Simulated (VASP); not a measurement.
Crystal: Cu.

```
Cu
1.0
    -1.44279    1.44279    1.37608
     1.44279   -1.44279    1.37608
     1.44279    1.44279   -1.37608
Cu
1
Direct
  0.00000 0.00000 0.00000
```

Base run:

```yaml
Program: VASP 6.6.1
Functional: PBEsol
Dispersion: D3(BJ)
Potentials_or_basis: VASP PAW PBE potentials, release 64 (Cu)
Cutoff: 520 eV
k_mesh: 13 × 13 × 13
Occupations: fermi-dirac, width 0.05 eV
Spin: no spin polarisation
```

Its results: pressure -8.3 GPa.

Question: The run is repeated on the same cell with these changes: functional from PBEsol to PBE. What comes out?

Answer: Pressure -0.7 GPa.

PBE binds less tightly than PBEsol, so the same cell stands under more pressure.

Caveats: three body term missing; pairwise dispersion overbinds metals, which lowers pressure and volume; the PAW data sets were made with another functional, which shifts forces and pressure a little (some runs).
